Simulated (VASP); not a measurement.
# WSe2 in VASP: a series of runs

The runs below take WSe2 through single point, with AM05, RPBE.

Everything below comes from runs of VASP 6.6.1. Logs are shortened: lines on timing, memory, paths and dates and some standing lists are left out, and cuts for length are marked.

## Step 1: The cell of the first run

The cell holds a sheet with vacuum, 3 atoms: a = 3.328 Å, b = 3.328 Å, c = 19.364 Å, α = 90.00°, β = 90.00°, γ = 120.00°.

## Step 2: Single point, AM05

Input file POSCAR:

```
WSe2
1.0
    3.3276276689      0.0000000000      0.0000000000
   -1.6638138344     -2.8818100956      0.0000000000
    0.0000000000      0.0000000000    -19.3640059305
Se W
2 1
Direct
    0.0000000000      0.0000000000      0.4131376549
    0.0000000000      0.0000000000      0.5868623451
    0.6666666667      0.3333333333      0.5000000000
```

Input file INCAR.step1:

```
SYSTEM = WSe2
LDIPOL = .True.
IDIPOL = 3
DIPOL = 0.5 0.5 0.500
ISMEAR = 0
SIGMA = 0.03
LWAVE = .True.
LCHARG = .True.
ISIF = 0
NELM = 100
ALGO = Normal
PREC = Accurate
LASPH = .True.
LREAL = .False.
EDIFF = 1E-5
GGA_COMPAT = .False.
ENCUT = 400
EFERMI = MIDGAP
NELMDL = -8
GGA = PE
```

Input file INCAR.step2:

```
SYSTEM = WSe2
GGA = AM
LDIPOL = .True.
IDIPOL = 3
DIPOL = 0.5 0.5 0.500
ISMEAR = 0
SIGMA = 0.03
LWAVE = .False.
LCHARG = .False.
ISIF = 0
NELM = 100
ALGO = All
PREC = Accurate
LASPH = .True.
LREAL = .False.
EDIFF = 1E-6
GGA_COMPAT = .False.
ENCUT = 400
EFERMI = MIDGAP
NELMDL = -8
ISTART = 1
ISEARCH = 1
```

Input file KPOINTS:

```
k-points
0
Gamma
  6 6 1
```

Potentials or basis: VASP PAW PBE potentials, release 64 (Se, W_sv).

Launch:

```sh
$ cat potpaw_PBE.64/Se/POTCAR potpaw_PBE.64/W_sv/POTCAR > POTCAR
$ cp INCAR.step1 INCAR
$ mpirun -np 1 vasp_std > vasp.out
$ cp INCAR.step2 INCAR
$ mpirun -np 1 vasp_std > vasp.out
```

OUTCAR:

```text
SYSTEM = WSe2
   GGA = AM
   ISMEAR = 0
   ISIF = 0
   NELM = 100
   PREC = Accurate
   LASPH = .True.
   LREAL = .False.
   EDIFF = 1E-6
   ENCUT = 400
   EFERMI = MIDGAP
   NELMDL = -8
   ISTART = 1

 Found      7 irreducible k-points:

 Following reciprocal coordinates:
            Coordinates               Weight
  0.000000  0.000000  0.000000      1.000000
  0.166667 -0.000000  0.000000      6.000000
  0.333333 -0.000000  0.000000      6.000000
  0.500000 -0.000000  0.000000      3.000000
  0.166667  0.166667  0.000000      6.000000
  0.333333  0.166667  0.000000     12.000000
   k-points           NKPTS =      7   k-points in BZ     NKDIM =      7   number of bands    NBANDS=     17
   number of dos      NEDOS =    301   number of ions     NIONS =      3
   total plane-waves  NPLWV =  72576
   dimension x,y,z NGX =    24 NGY =   24 NGZ =  126
   dimension x,y,z NGXF=    48 NGYF=   48 NGZF=  252
   ions per type =               2   1
   NGX,Y,Z   is equivalent  to a cutoff of  11.99, 11.99, 10.82 a.u.
   NGXF,Y,Z  is equivalent  to a cutoff of  23.98, 23.98, 21.63 a.u.
 SYSTEM =  WSe2
   PREC   = accura    normal or accurate (medium, high low for compatibility)
   ISTART =      1    job   : 0-new  1-cont  2-samecut
   ICHARG =      0    charge: 1-file 2-atom 10-const
   ISPIN  =      1    spin polarized calculation?
   LNONCOLLINEAR =      F non collinear calculations
   LSORBIT =      F    spin-orbit coupling
   LASPH  =      T    aspherical Exc in radial PAW
   ENCUT  =  400.0 eV  29.40 Ry    5.42 a.u.   5.43  5.43 31.58*2*pi/ulx,y,z
   NELM   =    100;   NELMIN=  2; NELMDL= -8     # of ELM steps
   EDIFF  = 0.1E-05   stopping-criterion for ELM
   LREAL  =      F    real-space projection
   EDIFFG = 0.1E-04   stopping-criterion for IOM
   NSW    =      0    number of steps for IOM
   IBRION =     -1    ionic relax: 0-MD 1-quasi-New 2-CG
   NFREE  =      0    steps in history (QN), initial steepest desc. (CG)
   ISIF   =      0    stress and relaxation
   ISYM   =      2    0-nonsym 1-usesym 2-fastsym
   POTIM  = 0.5000    time-step for ionic-motion
   TEBEG  =    0.0;   TEEND  =   0.0 temperature during run

   SCALEE = 1.0000    scale energy and forces
   PSTRESS=    0.0 pullay stress
   NELECT =      26.0000    total number of electrons
   NUPDOWN=      -1.0000    fix difference up-down
   EMIN   =  10.00;   EMAX   =-10.00  energy-range for DOS
   EFERMI =   0.00;   METHOD = MIDGAP
   ISMEAR =     0;   SIGMA  =   0.03  broadening in eV -4-tet -1-fermi 0-gaus
   EFERMI_NEDOS =   21; number of points for ismear=-14 and -15
   IALGO  =     58    algorithm
   IMIX   =      4    mixing-type and parameters
     AMIX     =   0.40;   BMIX     =  1.00
     AMIX_MAG =   1.60;   BMIX_MAG =  1.00
  volume/ion in A,a.u.               =      61.90       417.71
  Fermi-wavevector in a.u.,A,eV,Ry     =   0.850095  1.606447  9.832409  0.722662
  Thomas-Fermi vector in A             =   1.966019
   LORBIT       =      0    0 simple, 1 ext, 2 COOP (PROOUT), +10 PAW based schemes
   GGA     = AM    functional components
   LHFCALC =     F    Hartree Fock is set to
   AEXX    =    0.0000 exact exchange contribution
   IVDW    =     0    specifies the selected vdW correction
   LEPSILON=     F    determine dielectric tensor
   LRPA    =     F    only Hartree local field effects (RPA)

   CSHIFT  =0.1000    complex shift for real part using Kramers Kronig

   OMEGAMAX=  -1.0    maximum frequency
 non-spin polarized calculation
 Gauss-broadening in eV      SIGMA  =   0.03
  energy-cutoff  :      400.00
  volume of cell :      185.69
 maximum number of plane-waves:      3459
 NGX is ok and might be reduce to    24
   NGX = 11   NGY = 11   NGZ = 63

 number of electron      26.0000000 magnetization

 DIPCOR: dipole corrections for dipol
 direction  3 min pos     1,
 dipolmoment           0.000000      0.000000      0.000000 electrons x Angstroem
 Tr[quadrupol]       -33.453254

 energy correction for charged system         0.000000 eV

 dipol+quadrupol energy correction           -0.000000 eV

 added-field ion interaction          0.000000 eV  (added to PSCEN)

 Free energy of the ion-electron system (eV)
  ---------------------------------------------------
  ext. energy  EPLUGINS =         0.00000000
  ---------------------------------------------------
  free energy    TOTEN  =       -22.50764480 eV

  energy without entropy =      -22.50764476  energy(sigma->0) =      -22.50764478

 E-fermi :  -1.3301     XC(G=0):  -4.9663

 val. band max:       -1.4718536868   @ k =   0.3333   0.3333   0.0000
 cond. band min:       0.0529588769   @ k =   0.3333   0.3333   0.0000
 fundamental gap:      1.5248125637
 Fermi energy:        -1.3300583462

 k-point     1 :       0.0000    0.0000    0.0000
  band No.  band energies     occupation
      1     -75.5829      2.00000
      2     -39.7761      2.00000
      3     -39.6688      2.00000
      4     -39.6688      2.00000
      5     -16.1252      2.00000
      6     -14.9011      2.00000
      7      -7.5874      2.00000
      8      -3.7941      2.00000
      9      -3.7941      2.00000
     10      -3.5947      2.00000
     11      -2.7011      2.00000
     12      -2.7010      2.00000
     13      -1.7912      2.00000
     14       1.6305      0.00000
     15       3.3712      0.00000
     16       1.5723      0.00000
     17       1.8178      0.00000

 k-point     2 :       0.1667   -0.0000    0.0000
  band No.  band energies     occupation
      1     -75.5808      2.00000
      2     -39.7665      2.00000
      3     -39.7201      2.00000
      4     -39.6809      2.00000
      5     -15.7389      2.00000
      6     -14.7060      2.00000
      7      -7.0963      2.00000
      8      -4.8587      2.00000
      9      -4.3612      2.00000
     10      -3.4302      2.00000
     11      -3.2732      2.00000
     12      -2.7897      2.00000
     13      -2.0122      2.00000
     14       2.0727      0.00000
     15       0.6079      0.00000
     16       0.9824      0.00000
     17       1.3209      0.00000

 k-point     3 :       0.3333   -0.0000    0.0000
  band No.  band energies     occupation
      1     -75.5765      2.00000
      2     -39.8212      2.00000
      3     -39.7471      2.00000
      4     -39.7050      2.00000
      5     -14.8165      2.00000
      6     -14.2518      2.00000
      7      -6.8626      2.00000
      8      -5.8691      2.00000
      9      -5.7489      2.00000
     10      -4.0957      2.00000
     11      -3.3992      2.00000
     12      -2.7153      2.00000
     13      -2.6784      2.00000
     14       0.6475      0.00000
     15       0.7918      0.00000
     16       3.6875      0.00000
     17       1.6835      0.00000

 k-point     4 :       0.5000   -0.0000    0.0000
  band No.  band energies     occupation
      1     -75.5743      2.00000
      2     -39.8711      2.00000
      3     -39.7374      2.00000
      4     -39.7171      2.00000
      5     -14.2253      2.00000
      6     -13.9790      2.00000
      7      -7.7284      2.00000
      8      -6.4957      2.00000
      9      -5.6074      2.00000
     10      -4.4229      2.00000
     11      -3.5856      2.00000
     12      -2.4642      2.00000
     13      -2.4202      2.00000
     14       1.0298      0.00000
     15       1.2194      0.00000
     16       2.6245      0.00000
     17       3.3242      0.00000

 k-point     5 :       0.1667    0.1667    0.0000
  band No.  band energies     occupation
      1     -75.5775      2.00000
      2     -39.7866      2.00000
      3     -39.7520      2.00000
      4     -39.7087      2.00000
      5     -15.0759      2.00000
      6     -14.3744      2.00000
      7      -6.3722      2.00000
      8      -5.9705      2.00000
      9      -5.1056      2.00000
     10      -4.5912      2.00000
     11      -3.4743      2.00000
     12      -2.7881      2.00000
     13      -2.2634      2.00000
     14       0.2033      0.00000
     15       1.0440      0.00000
     16       2.8630      0.00000
     17       1.0467      0.00000

 k-point     6 :       0.3333    0.1667    0.0000
  band No.  band energies     occupation
      1     -75.5743      2.00000
      2     -39.8458      2.00000
      3     -39.7430      2.00000
      4     -39.7374      2.00000
      5     -14.2526      2.00000
      6     -13.9747      2.00000
      7      -7.1718      2.00000
      8      -6.3725      2.00000
      9      -5.5291      2.00000
     10      -4.7341      2.00000
     11      -4.1373      2.00000
     12      -3.4418      2.00000
     13      -1.9906      2.00000
     14       0.6456      0.00000
     15       1.2082      0.00000
     16       1.6782      0.00000
     17       3.7026      0.00000

 [... further k-points ...]

------------------------ aborting loop because EDIFF is reached ----------------------------------------

 vacuum level on the upper side and lower side of the slab       (xc-potential included)        -3.848        -3.848

 VOLUME and BASIS-vectors are now :
 -----------------------------------------------------------------------------
  energy-cutoff  :      400.00
  volume of cell :      185.69
      direct lattice vectors                 reciprocal lattice vectors
     3.327627669  0.000000000  0.000000000     0.300514390 -0.173502064  0.000000000
    -1.663813834 -2.881810096  0.000000000     0.000000000 -0.347004128  0.000000000
     0.000000000  0.000000000-19.364005930     0.000000000  0.000000000 -0.051642207

 POSITION                                       TOTAL-FORCE (eV/Angst)
 -----------------------------------------------------------------------------------
      0.00000      0.00000     -8.00000         0.000000      0.000000     -0.573222
      0.00000      0.00000    -11.36401        -0.000000     -0.000000      0.573222
      1.66381     -0.96060     -9.68200        -0.000000     -0.000000      0.000000
 -----------------------------------------------------------------------------------
    total drift:                               -0.000024     -0.000014     -0.000000

  FREE ENERGIE OF THE ION-ELECTRON SYSTEM (eV)
  ---------------------------------------------------
  free  energy   TOTEN  =       -22.5076448049 eV

  energy  without entropy=      -22.5076448048  energy(sigma->0) =      -22.50764480

 vacuum level on the upper side and lower side of the slab        -1.068        -1.068
```

Wall time 3.4 min (1 thread of Intel Xeon Platinum 8259CL at 2.50GHz (Skylake/Cascade Lake), shared host); peak memory 0.25 GiB.

Results:

```
Free energy            : -22.5076 eV
Largest force          : 0.573 eV/Å
Band gap on the k mesh : 1.52 eV
```

Forces on the atoms (eV/Å):
```
Se   0.000  0.000 -0.573
Se   0.000  0.000  0.573
W    0.000  0.000  0.000
```

Caveat: the PAW data sets were made with another functional, which shifts forces and pressure a little; spin-orbit coupling is left out, which moves the levels of the heavy elements.

## Step 3: Single point, RPBE (last atom moved by 0.05 Å along z)

Input file INCAR:

```
SYSTEM = WSe2
GGA = RP
LDIPOL = .True.
IDIPOL = 3
DIPOL = 0.5 0.5 0.499
ISMEAR = 0
SIGMA = 0.03
LWAVE = .False.
LCHARG = .False.
ISIF = 0
PREC = Accurate
LASPH = .True.
LREAL = .False.
ALGO = Normal
EDIFF = 1E-6
NELM = 120
GGA_COMPAT = .False.
ENCUT = 290
EFERMI = MIDGAP
```

Input file KPOINTS:

```
Automatic mesh
0
Gamma
  8 8 1
  0 0 0
```

Input file POSCAR:

```
WSe2
1.0
    3.3276276689      0.0000000000      0.0000000000
   -1.6638138344     -2.8818100956      0.0000000000
    0.0000000000      0.0000000000    -19.3640059305
Se W
2 1
Direct
    0.0000000000      0.0000000000      0.4131376500
    0.0000000000      0.0000000000      0.5868623500
    0.6666666700      0.3333333300      0.4974178900
```

Potentials or basis: VASP PAW PBE potentials, release 64 (Se, W_sv).

Launch:

```sh
$ cat potpaw_PBE.64/Se/POTCAR potpaw_PBE.64/W_sv/POTCAR > POTCAR
$ mpirun -np 1 vasp_std > vasp.out
```

It took 12 s on 1 thread of Intel Xeon 6975P-C (Granite Rapids), shared host; peak memory 0.18 GiB.

Results (log left out):

```
Free energy            : -20.3910 eV
Largest force          : 1.387 eV/Å
Band gap on the k mesh : 1.91 eV
```

Forces on the atoms (eV/Å):
```
Se   0.000  0.000  0.851
Se   0.000  0.000  0.537
W    0.000  0.000 -1.387
```

Levels at points of the mesh, in eV from the valence-band top:
```
           k point  band 10  band 11  band 12  band 13  band 14  band 15  band 16  band 17
(0.00, 0.00, 0.00)    -2.00    -1.05    -1.05    -0.13     2.94     2.94     3.28     3.28
(0.50, 0.00, 0.00)    -2.81    -1.97    -0.82    -0.80     2.48     2.85     3.80     4.49
```

Caveat: the cell differs from its parent crystal (last atom moved by 0.05 Å along z); the PAW data sets were made with another functional, which shifts forces and pressure a little; spin-orbit coupling is left out, which moves the levels of the heavy elements.

## Step 4: Single point, RPBE (last atom moved by 0.05 Å along z)

INCAR, as its differences from that of step 3:

```diff
@@ -14,6 +14,6 @@
 ALGO = Normal
-EDIFF = 1E-6
+EDIFF = 1E-8
 NELM = 120
 GGA_COMPAT = .False.
-ENCUT = 290
+ENCUT = 550
 EFERMI = MIDGAP
```

Input file KPOINTS:

```
Automatic mesh
0
Gamma
  15 15 1
  0 0 0
```

POSCAR is that of step 3.

Launch:

```sh
$ cat potpaw_PBE.64/Se/POTCAR potpaw_PBE.64/W_sv/POTCAR > POTCAR
$ mpirun -np 1 vasp_std > vasp.out
```

Wall time 73 s (1 thread of Intel Xeon 6975P-C (Granite Rapids), shared host); peak memory 0.37 GiB.

Results (log left out):

| Quantity | Value |
| --- | --- |
| Free energy | -20.3955 eV |
| Largest force | 1.389 eV/Å |
| Band gap on the k mesh | 1.53 eV |

Forces in eV/Å, atoms in the order of the input:
```
Se   0.000  0.000  0.849
Se   0.000  0.000  0.540
W    0.000  0.000 -1.389
```

Levels at points of the mesh, in eV from the valence-band top:
```csv
k point,band 11,band 12,band 13,band 14,band 15,band 16
"(0.00, 0.00, 0.00)",-1.21,-1.21,-0.28,2.79,2.79,3.13
```

Caveat: the cell differs from its parent crystal (last atom moved by 0.05 Å along z); the PAW data sets were made with another functional, which shifts forces and pressure a little; spin-orbit coupling is left out, which moves the levels of the heavy elements.

## Step 5: Summary

| level | cell | k mesh | cutoff (eV) | purpose | gap on the mesh (eV) | largest force (eV/Å) |
| --- | --- | --- | --- | --- | --- | --- |
| AM05 | as given, atomic positions A | 6 × 6 × 1 | 400 | a run that is hard to end | 1.52 | 0.57 |
| RPBE | as given, atomic positions B | 8 × 8 × 1 | 290 | forces | 1.91 | 1.39 |
| RPBE | as given, atomic positions B | 15 × 15 × 1 | 550 | forces | 1.53 | 1.39 |

Alike in all rows: task single point; potentials or basis VASP PAW PBE potentials, release 64 (Se, W_sv); no spin polarisation; smearing gaussian 0.03 eV.

Caveats: the PAW data sets were made with another functional, which shifts forces and pressure a little; spin-orbit coupling is left out, which moves the levels of the heavy elements.

Absolute energies hang on the potentials; compare differences alone.
